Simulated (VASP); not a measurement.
# KTaO3 (b) (P4/mmm) in VASP: further runs

The runs below take KTaO3 (b) through single point, with PBEsol.

All numbers are computed with VASP 6.6.1; they aren't measurements. Logs are shortened: lines on timing, memory, paths and dates and some standing lists are left out, and cuts for length are marked.

## Step 1: The cell of the first run

It takes space group P4/mmm (No. 123, tetragonal). The conventional cell has a = 4.130 Å, b = 4.130 Å, c = 3.940 Å, α = 90.00°, β = 90.00°, γ = 90.00°. Within 3.8 Å of K (site symmetry 4/mmm) lie 12 O at 2.85 to 2.92 Å and 8 Ta at 3.52 Å. Within 2.6 Å of Ta (site symmetry 4/mmm) lie 6 O at 1.97 to 2.06 Å. O (site symmetry 4/mmm) has 2 Ta at 1.97 Å within 2.6 Å. O (site symmetry mmm) has 2 Ta at 2.06 Å within 2.7 Å.

## Step 2: Single point, PBEsol

Input file INCAR:

```
SYSTEM = KTaO3
  PREC = Accurate
  ENCUT = 600
  EDIFF = 1E-6
  ISMEAR = 0
  SIGMA = 0.02
  LREAL = .False.
  LASPH = .True.
  NELM = 120
  ALGO = Normal
  ISIF = 2
  LWAVE = .False.
  LCHARG = .False.
  GGA = PS
  NBANDS = 27
  GGA_COMPAT = .False.
```

Input file KPOINTS:

```
Automatic mesh
0
Gamma
  8 8 8
  0 0 0
```

Input file POSCAR:

```
KTaO3
1.0
    4.1298509695      0.0000000000      0.0000000000
    0.0000000000      4.1298509695      0.0000000000
    0.0000000000      0.0000000000      3.9400831396
K Ta O
1 1 3
Direct
    0.0000000000      0.0000000000      0.0000000000
    0.5000000000      0.5000000000      0.5000000000
    0.5000000000      0.5000000000      0.0000000000
    0.5000000000      0.0000000000      0.5000000000
    0.0000000000      0.5000000000      0.5000000000
```

Potentials or basis: VASP PAW PBE potentials, release 64 (K_sv, Ta_pv, O).

Started as:

```sh
$ cat potpaw_PBE.64/K_sv/POTCAR potpaw_PBE.64/Ta_pv/POTCAR potpaw_PBE.64/O/POTCAR > POTCAR
$ mpirun -np 1 vasp_std > vasp.out
```

OUTCAR:

```text
SYSTEM = KTaO3
   PREC = Accurate
   ENCUT = 600
   EDIFF = 1E-6
   ISMEAR = 0
   LREAL = .False.
   LASPH = .True.
   NELM = 120
   ISIF = 2
   GGA = PS

 ion  position               nearest neighbor table
   1  0.000  0.000  0.000-   4 2.85   5 2.85   4 2.85   5 2.85   5 2.85   5 2.85   4 2.85   4 2.85
                             2 3.52   2 3.52   2 3.52   2 3.52   2 3.52   2 3.52   2 3.52   2 3.52
   2  0.500  0.500  0.500-   3 1.97   3 1.97   5 2.06   4 2.06   4 2.06   5 2.06   1 3.52   1 3.52
                             1 3.52   1 3.52   1 3.52   1 3.52   1 3.52   1 3.52
   3  0.500  0.500  0.000-   2 1.97   2 1.97
   4  0.500  0.000  0.500-   2 2.06   2 2.06   1 2.85   1 2.85   1 2.85   1 2.85
   5  0.000  0.500  0.500-   2 2.06   2 2.06   1 2.85   1 2.85   1 2.85   1 2.85

  LATTYP: Found a simple tetragonal cell.
 ALAT       =     4.1298509695
 C/A-ratio  =     0.9540497148

  Lattice vectors:

 A1 = (   4.1298509695,   0.0000000000,   0.0000000000)
 A2 = (   0.0000000000,   4.1298509695,   0.0000000000)
 A3 = (   0.0000000000,   0.0000000000,   3.9400831396)

Analysis of symmetry for initial positions (statically):
=====================================================================
 Subroutine PRICEL returns:
 Original cell was already a primitive cell.

 Routine SETGRP: Setting up the symmetry group for a
 simple tetragonal supercell.

 Subroutine GETGRP returns: Found 16 space group operations
 (whereof 16 operations were pure point group operations)
 out of a pool of 16 trial point group operations.

The static configuration has the point symmetry D_4h.

Analysis of symmetry for dynamics (positions and initial velocities):
=====================================================================
 Subroutine PRICEL returns:
 Original cell was already a primitive cell.

 Routine SETGRP: Setting up the symmetry group for a
 simple tetragonal supercell.

 Subroutine GETGRP returns: Found 16 space group operations
 (whereof 16 operations were pure point group operations)
 out of a pool of 16 trial point group operations.

The dynamic configuration has the point symmetry D_4h.

 Subroutine INISYM returns: Found 16 space group operations
 (whereof 16 operations are pure point group operations),
 and found     1 'primitive' translations

----------------------------------------------------------------------------------------

                                     Primitive cell

  volume of cell :      67.2008

  direct lattice vectors                    reciprocal lattice vectors
     4.129850969  0.000000000  0.000000000     0.242139488  0.000000000  0.000000000
     0.000000000  4.129850969  0.000000000     0.000000000  0.242139488  0.000000000
     0.000000000  0.000000000  3.940083140     0.000000000  0.000000000  0.253801751

  length of vectors
     4.129850969  4.129850969  3.940083140     0.242139488  0.242139488  0.253801751

  position of ions in fractional coordinates (direct lattice)
     0.000000000  0.000000000  0.000000000
     0.500000000  0.500000000  0.500000000
     0.500000000  0.500000000  0.000000000
     0.500000000  0.000000000  0.500000000
     0.000000000  0.500000000  0.500000000

  ion indices of the primitive-cell ions
   primitive index   ion index
                 1           1
                 2           2
                 3           3
                 4           4
                 5           5

----------------------------------------------------------------------------------------

 KPOINTS: Automatic mesh

Automatic generation of k-mesh.
 Grid dimensions read from file:
 generate k-points for:    8    8    8

 Generating k-lattice:

  Cartesian coordinates                     Fractional coordinates (reciprocal lattice)
     0.030267436  0.000000000  0.000000000     0.125000000  0.000000000  0.000000000
     0.000000000  0.030267436  0.000000000     0.000000000  0.125000000  0.000000000
     0.000000000  0.000000000  0.031725219     0.000000000  0.000000000  0.125000000

  Length of vectors
     0.030267436  0.030267436  0.031725219

  Shift w.r.t. Gamma in fractional coordinates (k-lattice)
     0.000000000  0.000000000  0.000000000

 Subroutine IBZKPT returns following result:
 ===========================================

 Found     75 irreducible k-points:

 Following reciprocal coordinates:
            Coordinates               Weight
  0.000000  0.000000  0.000000      1.000000
  0.125000  0.000000  0.000000      4.000000
  0.250000  0.000000  0.000000      4.000000
  0.375000  0.000000  0.000000      4.000000
  0.500000  0.000000  0.000000      2.000000
  0.125000  0.125000  0.000000      4.000000
[... 16 lines left out ...]
  0.375000  0.125000  0.125000     16.000000
  0.500000  0.125000  0.125000      8.000000
 [... further k-points ...]
   k-points           NKPTS =     75   k-points in BZ     NKDIM =     75   number of bands    NBANDS=     27
   number of dos      NEDOS =    301   number of ions     NIONS =      5
   total plane-waves  NPLWV =  41472
   dimension x,y,z NGX =    36 NGY =   36 NGZ =   32
   dimension x,y,z NGXF=    72 NGYF=   72 NGZF=   64
   ions per type =               1   1   3
   NGX,Y,Z   is equivalent  to a cutoff of  14.49, 14.49, 13.50 a.u.
   NGXF,Y,Z  is equivalent  to a cutoff of  28.98, 28.98, 27.00 a.u.
 SYSTEM =  KTaO3
   PREC   = accura    normal or accurate (medium, high low for compatibility)
   ISTART =      0    job   : 0-new  1-cont  2-samecut
   ICHARG =      2    charge: 1-file 2-atom 10-const
   ISPIN  =      1    spin polarized calculation?
   LNONCOLLINEAR =      F non collinear calculations
   LSORBIT =      F    spin-orbit coupling
   LASPH  =      T    aspherical Exc in radial PAW
   ENCUT  =  600.0 eV  44.10 Ry    6.64 a.u.   8.25  8.25  7.87*2*pi/ulx,y,z
   NELM   =    120;   NELMIN=  2; NELMDL= -5     # of ELM steps
   EDIFF  = 0.1E-05   stopping-criterion for ELM
   LREAL  =      F    real-space projection
[... 7 lines left out ...]
   TEBEG  =    0.0;   TEEND  =   0.0 temperature during run
   PSTRESS=    0.0 pullay stress
   NELECT =      38.0000    total number of electrons
   NUPDOWN=      -1.0000    fix difference up-down
   EMIN   =  10.00;   EMAX   =-10.00  energy-range for DOS
   EFERMI =   0.00;   METHOD = LEGACY
   ISMEAR =     0;   SIGMA  =   0.02  broadening in eV -4-tet -1-fermi 0-gaus
   EFERMI_NEDOS =   21; number of points for ismear=-14 and -15
   IALGO  =     38    algorithm
   IMIX   =      4    mixing-type and parameters
     AMIX     =   0.40;   BMIX     =  1.00
     AMIX_MAG =   1.60;   BMIX_MAG =  1.00
  volume/ion in A,a.u.               =      13.44        90.70
  Fermi-wavevector in a.u.,A,eV,Ry     =   1.353769  2.558253 24.935278  1.832691
  Thomas-Fermi vector in A             =   2.480997
   LORBIT       =      0    0 simple, 1 ext, 2 COOP (PROOUT), +10 PAW based schemes
   GGA     = PS    functional components
   LHFCALC =     F    Hartree Fock is set to
   AEXX    =    0.0000 exact exchange contribution
   IVDW    =     0    specifies the selected vdW correction
   LEPSILON=     F    determine dielectric tensor
   LRPA    =     F    only Hartree local field effects (RPA)
 non-spin polarized calculation
 Gauss-broadening in eV      SIGMA  =   0.02
  energy-cutoff  :      600.00
  volume of cell :       67.20
 maximum number of plane-waves:      2280
 NGX is ok and might be reduce to    36
   NGX = 17   NGY = 17   NGZ = 15

 number of electron      37.9999994 magnetization

 Free energy of the ion-electron system (eV)
  ---------------------------------------------------
  ext. energy  EPLUGINS =         0.00000000
  ---------------------------------------------------
  free energy    TOTEN  =       -42.71388617 eV

  energy without entropy =      -42.71388617  energy(sigma->0) =      -42.71388617

 E-fermi :   1.5066     XC(G=0): -10.8369

 val. band max:        1.3195397551   @ k =   0.5000   0.5000   0.5000
 cond. band min:       3.1981175806   @ k =   0.0000   0.0000   0.0000
 fundamental gap:      1.8785778255
 Fermi energy:         1.5066159751

 k-point     1 :       0.0000    0.0000    0.0000
  band No.  band energies     occupation
      1     -33.0897      2.00000
      2     -33.0232      2.00000
      3     -33.0232      2.00000
      4     -25.8822      2.00000
      5     -16.1865      2.00000
      6     -15.3554      2.00000
[... 19 lines left out ...]
     26       9.0913      0.00000
     27       9.3311      0.00000

 k-point     2 :       0.1250    0.0000    0.0000
  band No.  band energies     occupation
      1     -33.0894      2.00000
      2     -33.0314      2.00000
      3     -33.0229      2.00000
      4     -25.8794      2.00000
      5     -16.1752      2.00000
      6     -15.3149      2.00000
[... 19 lines left out ...]
     26       9.2696      0.00000
     27       9.5181      0.00000

 k-point     3 :       0.2500    0.0000    0.0000
  band No.  band energies     occupation
      1     -33.0887      2.00000
      2     -33.0509      2.00000
      3     -33.0222      2.00000
      4     -25.8727      2.00000
      5     -16.1599      2.00000
      6     -15.2667      2.00000
[... 19 lines left out ...]
     26       9.7334      0.00000
     27      10.0697      0.00000

 k-point     4 :       0.3750    0.0000    0.0000
  band No.  band energies     occupation
      1     -33.0880      2.00000
      2     -33.0703      2.00000
      3     -33.0215      2.00000
      4     -25.8660      2.00000
      5     -16.1565      2.00000
      6     -15.2536      2.00000
[... 19 lines left out ...]
     26      10.2319      0.00000
     27      11.0206      0.00000
[... 516 lines left out ...]
      4     -25.8675      2.00000
      5     -15.9857      2.00000
      6     -15.1751      2.00000
[... 19 lines left out ...]
     26      10.0781      0.00000
     27      10.3705      0.00000

 k-point    23 :       0.3750    0.1250    0.1250
  band No.  band energies     occupation
      1     -33.1029      2.00000
      2     -33.0693      2.00000
      3     -33.0289      2.00000
      4     -25.8616      2.00000
      5     -15.9732      2.00000
      6     -15.1514      2.00000
[... 19 lines left out ...]
     26      10.5370      0.00000
     27      11.1669      0.00000

 k-point    24 :       0.5000    0.1250    0.1250
  band No.  band energies     occupation
      1     -33.1026      2.00000
      2     -33.0772      2.00000
      3     -33.0286      2.00000
      4     -25.8592      2.00000
      5     -15.9711      2.00000
      6     -15.1474      2.00000
[... 19 lines left out ...]
     26      10.7480      0.00000
     27      11.6222      0.00000

 [... further k-points ...]
[... 5 lines left out ...]
  --------------------------------------------------------------------------------------
  -------------------------------------------------------------------------------------
  Total       -6.0750243     -6.0750243      0.2641482      0.0000000     -0.0000000      0.0000000
  in kB     -144.8386449   -144.8386449      6.2977316      0.0000000     -0.0000000      0.0000000
  external PRESSURE =     -94.4598527 kB  Pullay stress =       0.0000000 kB

 VOLUME and BASIS-vectors are now :
 -----------------------------------------------------------------------------
  energy-cutoff  :      600.00
  volume of cell :       67.20
      direct lattice vectors                 reciprocal lattice vectors
     4.129850969  0.000000000  0.000000000     0.242139488  0.000000000  0.000000000
     0.000000000  4.129850969  0.000000000     0.000000000  0.242139488  0.000000000
     0.000000000  0.000000000  3.940083140     0.000000000  0.000000000  0.253801751

 POSITION                                       TOTAL-FORCE (eV/Angst)
 -----------------------------------------------------------------------------------
      0.00000      0.00000      0.00000         0.000000      0.000000      0.000000
      2.06493      2.06493      1.97004         0.000000      0.000000      0.000000
      2.06493      2.06493      0.00000         0.000000      0.000000      0.000000
      2.06493      0.00000      1.97004         0.000000      0.000000      0.000000
      0.00000      2.06493      1.97004         0.000000      0.000000      0.000000
 -----------------------------------------------------------------------------------
    total drift:                                0.000000      0.000000      0.000000

  FREE ENERGIE OF THE ION-ELECTRON SYSTEM (eV)
  ---------------------------------------------------
  free  energy   TOTEN  =       -42.7138861671 eV

  energy  without entropy=      -42.7138861671  energy(sigma->0) =      -42.71388617
```

It took 3.6 min on 1 thread of Intel Xeon 8259CL, shared host; peak memory 0.31 GiB.

What came out:

- Free energy: -42.7139 eV
- Pressure: -9.4 GPa
- Band gap on the k mesh: 1.88 eV, indirect (least direct gap 2.51 eV)

Stress tensor (GPa, compression positive):
```
-14.48   0.00   0.00
  0.00 -14.48   0.00
  0.00   0.00   0.63
```

Caveat: the PAW data sets were made with another functional, which shifts forces and pressure a little; spin-orbit coupling is left out, which moves the levels of the heavy elements.

## Step 3: Single point, PBEsol

Input file INCAR:

```
PREC = Accurate
ENCUT = 600
EDIFF = 1E-6
ISMEAR = 0
SIGMA = 0.02
LREAL = False
LASPH = True
NELM = 120
ALGO = Normal
ISIF = 2
LWAVE = False
LCHARG = False
GGA = PS
NBANDS = 27
GGA_COMPAT = False
```

Input file KPOINTS:

```
Automatic mesh
0
Gamma
  8 8 8
```

POSCAR is that of step 2.

Potentials or basis: VASP PAW PBE potentials, release 64 (K_sv, Ta_pv, O).

Started as:

```sh
$ cat potpaw_PBE.64/K_sv/POTCAR potpaw_PBE.64/Ta_pv/POTCAR potpaw_PBE.64/O/POTCAR > POTCAR
$ mpirun -np 1 vasp_std > vasp.out
```

Wall time 4.1 min (1 thread of Intel Xeon 8259CL, shared host); peak memory 0.31 GiB.

It converged, with:

```yaml
Free_energy: -42.7139 eV
Pressure: -9.4 GPa
Band_gap_on_the_k_mesh: 1.88 eV, indirect (least direct gap 2.51 eV)
```

Stress tensor (GPa, compression positive):
```
-14.48   0.00   0.00
  0.00 -14.48   0.00
  0.00   0.00   0.63
```

Levels at points of the mesh, in eV from the valence-band top:
```tsv
k point	band 16	band 17	band 18	band 19	band 20	band 21	band 22	band 23
(0.00, 0.00, 0.00)	-0.85	-0.66	-0.66	-0.63	1.88	1.94	1.94	5.68
(0.50, 0.00, 0.00)	-2.22	-1.45	-0.98	-0.83	2.06	4.38	4.38	6.06
(0.50, 0.50, 0.00)	-1.84	-1.75	-1.75	-0.05	4.41	4.41	5.53	7.64
(0.00, 0.00, 0.50)	-1.97	-1.37	-0.83	-0.83	2.06	4.96	4.96	5.76
(0.50, 0.00, 0.50)	-1.77	-1.29	-1.26	-0.11	4.43	4.99	5.97	6.50
(0.50, 0.50, 0.50)	-3.48	-0.06	-0.06	0.00	5.65	6.07	6.07	8.42
```

Caveat: the PAW data sets were made with another functional, which shifts forces and pressure a little; spin-orbit coupling is left out, which moves the levels of the heavy elements. A k mesh can miss the band edges.
